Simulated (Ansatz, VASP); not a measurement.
## V: VASP beside Ansatz

Contents of INCAR:

```
PREC = Accurate
ENCUT = 500
EDIFF = 1E-6
ISMEAR = 0
SIGMA = 0.05
LREAL = False
LASPH = True
NELM = 200
ALGO = Normal
ISIF = 2
LWAVE = False
LCHARG = False
ISPIN = 2
MAGMOM = 1 1
LORBIT = 11
LMAXMIX = 4
GGA = PE
NBANDS = 24
GGA_COMPAT = False
```

File KPOINTS:

```
Automatic mesh
0
Gamma
  12 12 12
```

POSCAR

```
V
1.0
    2.9967702626      0.0000000000      0.0000000000
    0.0000000000      2.9967702626      0.0000000000
    0.0000000000      0.0000000000      2.9967702626
V
2
Direct
    0.0000000000      0.0000000000      0.0000000000
    0.5000000000      0.5000000000      0.5000000000
```

Input for Ansatz:

```yaml
crystal:
  lattice:
    - [2.9967702626, 0.0, 0.0]
    - [0.0, 2.9967702626, 0.0]
    - [0.0, 0.0, 2.9967702626]
  atoms:
    - { symbol: V, position: [0.0, 0.0, 0.0], spin: 1.0 }
    - { symbol: V, position: [0.5, 0.5, 0.5], spin: 1.0 }
basis:
  ecutwfc: 420
  ecutrho_ratio: 4
kpoints:
  mp_grid: { grid: [12, 12, 12] }
hamiltonian:
  xc: pbe
scf:
  occupations: { method: gaussian, width: 0.05 }
  lower_state_search: "off"
output:
  forces: true
  stress: true
  eigenvalues: true
  populations: true
magnetization:
  spin_polarized: true
```

Alike in both runs: task single point; functional PBE; k mesh 12 × 12 × 12; occupations gaussian, width 0.05 eV; collinear spin.

|  | VASP | Ansatz |
| --- | --- | --- |
| version | VASP 6.6.1 | Ansatz 0.2.0 |
| potentials or method | VASP PAW PBE potentials, release 64 (V_sv), cutoff 500 eV | scalar-relativistic, plane waves, PAW |
| valence electrons in the cell | 26 | 26 |

```tsv
	VASP	Ansatz	Ansatz less VASP
gap on the k mesh at the Fermi level (eV)	none	none	-
pressure (GPa)	0.2	0.2	-0.04
net moment per atom (μB)	0.00	0.00	-0.003
```

A gap of «none» marks a metal or a gap that the smearing closes. Ansatz's warnings: seeded moment not kept.
